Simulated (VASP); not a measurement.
# LaTi35O72 (a cell with a defect) in VASP: single point with PBE

Aim: the single point of LaTi35O72 (a cell with a defect) with PBE.

Program: VASP 6.6.1. These are calculated values, not measurements. Logs are shortened: lines on timing, memory, paths and dates and some standing lists are left out, and cuts for length are marked.

## 1. The cell of the first run

The cell holds a defect, 108 atoms: a = 11.396 Å, b = 11.396 Å, c = 11.091 Å, α = 110.03°, β = 110.03°, γ = 90.00°.

## 2. Single point, PBE

INCAR reads:

```
PREC = Accurate
ENCUT = 520
EDIFF = 1E-6
ISMEAR = -1
SIGMA = 0.01
LREAL = Auto
LASPH = T
NELM = 200
ALGO = Normal
ISIF = 2
LWAVE = F
LCHARG = F
GGA = PE
NBANDS = 492
NELECT = 864.0
GGA_COMPAT = F
LMAXMIX = 6
```

KPOINTS reads:

```
regular mesh
0
Gamma
  1 1 1
```

POSCAR reads:

```
LaTi35O72
1.0
    0.0000000000    -11.3955101222      0.0000000000
   11.3955101222      0.0000000000      0.0000000000
   -3.7985033741      3.7985033741      9.7031425191
Ti O La
35 72 1
Direct
    0.0030440714      0.0001455373      0.0004372615
    0.2493165760      0.0850927108      0.2512043558
   -0.0007458555     -0.0005205464      0.4994065283
    0.2473217048      0.0822171994      0.7486009440
    0.0010699868      0.3321117192     -0.0000546327
    0.2494786324      0.4182665928      0.2508388048
[... 100 lines left out ...]
    0.9340139259      0.9333885899      0.7959869707
    0.6678325787      0.6756175235      0.5003207004
```

Potentials or basis: VASP PAW PBE potentials, release 64 (Ti_sv, O, La).

Started as:

```console
> cat potpaw_PBE.64/Ti_sv/POTCAR potpaw_PBE.64/O/POTCAR potpaw_PBE.64/La/POTCAR > POTCAR
> mpirun -np 1 vasp_gam > vasp.out
```

OUTCAR:

```text
PREC = Accurate
   ENCUT = 520
   EDIFF = 1E-6
   ISMEAR = -1
   LREAL = Auto
   LASPH = T
   NELM = 200
   ISIF = 2
   GGA = PE
   NELECT = 864.0

 ion  position               nearest neighbor table
   1  0.003  0.000  0.000-  38 1.91 104 1.94  86 1.94  88 1.96 107 1.98  37 2.02
   2  0.249  0.085  0.251-  39 1.93  37 1.93  61 1.95  55 1.97  36 1.99  38 2.01
   3  0.999  0.999  0.499-  42 1.94  84 1.94  90 1.95 100 1.95 103 2.00  41 2.00
   4  0.247  0.082  0.749-  59 1.91  41 1.94  43 1.95  65 1.96  42 2.00  40 2.02
   5  0.001  0.332  1.000-  46 1.91  88 1.92  96 1.93  94 1.94  45 2.01  91 2.03
   6  0.249  0.418  0.251-  45 1.93  47 1.93  69 1.94  39 1.96  44 2.00  46 2.03
[... 9 lines left out ...]
  16  0.581  0.083  0.748-  65 1.93  83 1.94  67 1.95  89 1.97  66 1.99  64 2.01
  17  0.332  0.331  0.999-  40 1.90  70 1.94  48 1.95  46 1.96  69 1.97  43 2.02
[... 88 lines left out ...]
 106  0.874  0.669  0.567-  11 1.84  35 1.96 108 2.22
 107  0.934  0.933  0.796-  28 1.93  35 1.98   1 1.98
 108  0.668  0.676  0.500-  76 2.20 106 2.22  82 2.23  68 2.25 105 2.37  71 2.37  35 3.18  18 3.20
                            22 3.27  24 3.28

  LATTYP: Found a base centered monoclinic cell.
 ALAT       =    16.1156849650
 B/A-ratio  =     1.0000000000
 C/A-ratio  =     0.6882057812
 COS(beta)  =    -0.4843512543

  Lattice vectors:

 A1 = (   0.0000000000, -11.3955101222,   0.0000000000)
 A2 = (  11.3955101222,   0.0000000000,   0.0000000000)
 A3 = (  -3.7985033741,   3.7985033741,   9.7031425191)

Analysis of symmetry for initial positions (statically):
=====================================================================
 Subroutine PRICEL returns:
 Original cell was already a primitive cell.

 Routine SETGRP: Setting up the symmetry group for a
 base centered monoclinic supercell.

 Subroutine GETGRP returns: Found  1 space group operations
 (whereof  1 operations were pure point group operations)
 out of a pool of  4 trial point group operations.

The static configuration has the point symmetry C_1 .

Analysis of symmetry for dynamics (positions and initial velocities):
=====================================================================
 Subroutine PRICEL returns:
 Original cell was already a primitive cell.

 Routine SETGRP: Setting up the symmetry group for a
[... 282 lines left out ...]
   EDIFF  = 0.1E-05   stopping-criterion for ELM
   LREAL  =      T    real-space projection
   EDIFFG = 0.1E-04   stopping-criterion for IOM
   NSW    =      0    number of steps for IOM
   IBRION =     -1    ionic relax: 0-MD 1-quasi-New 2-CG
   NFREE  =      0    steps in history (QN), initial steepest desc. (CG)
   ISIF   =      2    stress and relaxation
   ISYM   =      2    0-nonsym 1-usesym 2-fastsym
   POTIM  = 0.5000    time-step for ionic-motion
   TEBEG  =    0.0;   TEEND  =   0.0 temperature during run
   PSTRESS=    0.0 pullay stress
   NELECT =     864.0000    total number of electrons
   NUPDOWN=      -1.0000    fix difference up-down
   EMIN   =  10.00;   EMAX   =-10.00  energy-range for DOS
   EFERMI =   0.00;   METHOD = LEGACY
   ISMEAR =    -1;   SIGMA  =   0.01  broadening in eV -4-tet -1-fermi 0-gaus
   EFERMI_NEDOS =   21; number of points for ismear=-14 and -15
   IALGO  =     38    algorithm
   IMIX   =      4    mixing-type and parameters
     AMIX     =   0.40;   BMIX     =  1.00
     AMIX_MAG =   1.60;   BMIX_MAG =  1.00
  volume/ion in A,a.u.               =      11.67        78.73
  Fermi-wavevector in a.u.,A,eV,Ry     =   1.443620  2.728045 28.355051  2.084037
  Thomas-Fermi vector in A             =   2.562007
   LORBIT       =      0    0 simple, 1 ext, 2 COOP (PROOUT), +10 PAW based schemes
   GGA     = PE    functional components
   LHFCALC =     F    Hartree Fock is set to
   AEXX    =    0.0000 exact exchange contribution
   IVDW    =     0    specifies the selected vdW correction
   LEPSILON=     F    determine dielectric tensor
   LRPA    =     F    only Hartree local field effects (RPA)
 non-spin polarized calculation
  energy-cutoff  :      520.00
  volume of cell :     1260.03
 maximum number of plane-waves:     16944
 NGX is ok and might be reduce to    90
   NGX = 43   NGY = 43   NGZ = 41

 number of electron     864.0000008 magnetization

 Free energy of the ion-electron system (eV)
  ---------------------------------------------------
  ext. energy  EPLUGINS =         0.00000000
  ---------------------------------------------------
  free energy    TOTEN  =      -959.85180426 eV

  energy without entropy =     -959.85180426  energy(sigma->0) =     -959.85180426

 E-fermi :   3.6685     XC(G=0): -10.6301

 val. band max:        3.3099029008   @ k =   0.0000   0.0000   0.0000
 cond. band min:       5.5091400283   @ k =   0.0000   0.0000   0.0000
 fundamental gap:      2.1992371275
 Fermi energy:         3.6684815033

 k-point     1 :       0.0000    0.0000    0.0000
  band No.  band energies     occupation
      1     -53.1769      2.00000
      2     -53.1704      2.00000
      3     -53.1629      2.00000
      4     -53.1596      2.00000
      5     -53.1532      2.00000
      6     -53.1524      2.00000
[... 436 lines left out ...]
    443       6.3532      0.00000
    444       6.3639      0.00000
 [bands above 444 left out]

------------------------ aborting loop because EDIFF is reached ----------------------------------------

  FORCE on cell =-STRESS in cart. coord.  units (eV):
  Direction    XX          YY          ZZ          XY          YZ          ZX
  --------------------------------------------------------------------------------------
  -------------------------------------------------------------------------------------
  Total       38.2416775     36.7859270     40.7338770      0.2832106      0.1795002      0.2000503
  in kB       48.6258901     46.7748425     51.7948258      0.3601141      0.2282420      0.2543723
  external PRESSURE =      49.0651862 kB  Pullay stress =       0.0000000 kB

 VOLUME and BASIS-vectors are now :
 -----------------------------------------------------------------------------
  energy-cutoff  :      520.00
  volume of cell :     1260.03
      direct lattice vectors                 reciprocal lattice vectors
     0.000000000-11.395510122  0.000000000     0.000000000 -0.087753860  0.034353132
    11.395510122  0.000000000  0.000000000     0.087753860  0.000000000  0.034353132
    -3.798503374  3.798503374  9.703142519     0.000000000  0.000000000  0.103059395

 POSITION                                       TOTAL-FORCE (eV/Angst)
 -----------------------------------------------------------------------------------
     -0.00000     -0.03303      0.00424         0.009616      0.007437      0.003672
      0.01547     -1.88689      2.43747        -0.004629     -0.000521      0.002775
      9.49258     -9.49001      4.84581        -0.009144      0.008145      0.002313
     -1.90666      0.02521      7.26378         0.013355      0.010478     -0.003427
     -0.01371      3.78610      9.70261         0.004497      0.005121     -0.001129
      3.81355     -1.89012      2.43392         0.001701      0.006081      0.001223
[... 100 lines left out ...]
      7.61288     -7.62001      7.72358        -0.015846      0.002781     -0.021581
      5.79854     -5.70982      4.85468        -0.002845      0.018649     -0.029580
 -----------------------------------------------------------------------------------
    total drift:                                0.029313      0.040903     -0.039657

  FREE ENERGIE OF THE ION-ELECTRON SYSTEM (eV)
  ---------------------------------------------------
  free  energy   TOTEN  =      -959.8518042560 eV

  energy  without entropy=     -959.8518042560  energy(sigma->0) =     -959.85180426
```

OSZICAR:

```text
N       E                     dE             d eps       ncg     rms          rms(c)
DAV:   1     0.198799280536E+05    0.19880E+05   -0.44562E+05   984   0.233E+03
DAV:   2     0.430268114873E+04   -0.15577E+05   -0.15226E+05   984   0.769E+02
DAV:   3    -0.253062418902E+03   -0.45557E+04   -0.43501E+04  1248   0.334E+02
[... 13 lines left out ...]
DAV:  17    -0.959851792611E+03   -0.65556E-05   -0.21315E-04  1744   0.331E-02    0.202E-02
DAV:  18    -0.959851800664E+03   -0.80533E-05   -0.43961E-05  1568   0.172E-02    0.125E-02
DAV:  19    -0.959851801796E+03   -0.11319E-05   -0.19858E-05  1440   0.104E-02    0.580E-03
DAV:  20    -0.959851803455E+03   -0.16595E-05   -0.48523E-06   984   0.631E-03    0.339E-03
DAV:  21    -0.959851804256E+03   -0.80059E-06   -0.80895E-07   672   0.449E-03
   1 F= -.95985180E+03 E0= -.95985180E+03  d E =-.164507E-15
```

Wall time 50 min (1 thread of AMD EPYC 7R43 (Zen 3), shared host); peak memory 1.4 GiB.

What came out:

```
Free energy   : -959.8518 eV
Largest force : 0.122 eV/Å
```

Forces in eV/Å, atoms in the order of the input:
```
Ti   0.010  0.007  0.004
Ti  -0.005 -0.001  0.003
Ti  -0.009  0.008  0.002
Ti   0.013  0.010 -0.003
Ti   0.004  0.005 -0.001
Ti   0.002  0.006  0.001
Ti  -0.013  0.001  0.003
Ti  -0.001  0.000 -0.006
Ti   0.021  0.014 -0.002
Ti  -0.007 -0.011 -0.004
Ti  -0.004 -0.017 -0.017
Ti   0.008 -0.036 -0.004
Ti  -0.004  0.007  0.001
Ti  -0.022 -0.009  0.020
Ti   0.001  0.007 -0.005
Ti   0.006 -0.005  0.001
Ti   0.015  0.001  0.001
Ti  -0.050 -0.011  0.013
Ti  -0.006  0.001  0.003
Ti  -0.001 -0.010  0.002
Ti   0.020 -0.002  0.006
Ti  -0.049 -0.006  0.008
Ti  -0.001  0.028 -0.010
Ti  -0.008 -0.034  0.000
Ti   0.005  0.023 -0.015
Ti  -0.017 -0.011  0.001
Ti   0.033 -0.002 -0.004
Ti   0.011  0.000 -0.004
Ti   0.005  0.013 -0.003
Ti  -0.001 -0.010  0.001
Ti  -0.013 -0.005  0.034
Ti   0.005 -0.001 -0.010
Ti   0.017  0.018  0.009
Ti  -0.006 -0.008 -0.009
Ti   0.002 -0.050 -0.008
O    0.000  0.002  0.023
O    0.000  0.007  0.014
O    0.006 -0.012 -0.012
O    0.005  0.000 -0.017
O   -0.016  0.003  0.015
O   -0.001  0.002  0.017
O   -0.002 -0.006 -0.022
O   -0.005 -0.001 -0.017
O    0.015  0.004  0.020
O   -0.001  0.008  0.013
O    0.004 -0.012 -0.018
O    0.006 -0.003 -0.013
O   -0.012  0.001  0.015
O    0.002  0.004  0.018
O   -0.002 -0.004 -0.021
O    0.005  0.000 -0.028
O   -0.005  0.002  0.023
O   -0.004  0.004  0.019
O   -0.001 -0.010 -0.014
O    0.014  0.002 -0.018
O   -0.012  0.001  0.033
O    0.008  0.057  0.012
O   -0.006 -0.001 -0.002
O   -0.024 -0.003 -0.025
O    0.004  0.002  0.008
O    0.001 -0.002  0.020
O    0.004 -0.015 -0.037
O    0.057 -0.003 -0.013
O   -0.013  0.001  0.016
O    0.000  0.008  0.018
O    0.004 -0.023 -0.021
O   -0.007 -0.004 -0.014
O    0.097  0.002  0.025
O   -0.001  0.000  0.025
O   -0.003 -0.006 -0.028
O    0.079  0.000  0.041
O   -0.014 -0.002  0.013
O    0.002  0.008  0.016
O   -0.003 -0.018 -0.022
O    0.006 -0.002 -0.027
O   -0.121  0.010  0.015
O   -0.006  0.003  0.023
O    0.004 -0.013 -0.034
O    0.015 -0.009  0.002
O   -0.020  0.000  0.030
O    0.002  0.018  0.006
O   -0.004 -0.101 -0.035
O   -0.008 -0.004 -0.021
O    0.002  0.000  0.024
O    0.000  0.027  0.032
O    0.000 -0.007 -0.015
O    0.008  0.002 -0.018
O   -0.014  0.000  0.019
O   -0.005  0.012  0.016
O   -0.006 -0.001 -0.018
O   -0.008  0.000 -0.017
O    0.013 -0.003  0.019
O   -0.003  0.017  0.025
O    0.003 -0.007 -0.016
O    0.008 -0.002 -0.009
O   -0.007  0.002  0.014
O    0.005  0.011  0.013
O    0.003 -0.006 -0.018
O    0.001 -0.005 -0.027
O   -0.004 -0.003  0.022
O    0.000  0.008  0.024
O   -0.001 -0.011 -0.017
O    0.013 -0.002 -0.019
O   -0.003 -0.003  0.030
O    0.009  0.055 -0.004
O   -0.004  0.077 -0.031
O   -0.016  0.003 -0.022
La  -0.003  0.019 -0.030
```

Caveat: the k points lie up to 0.65 Å⁻¹ apart; the cell carries a net charge on a neutralising background, which shifts energy and pressure; the cell is charged against a uniform background, so pressure and absolute levels hang on convention; spin-orbit coupling is left out, which moves the levels of the heavy elements.
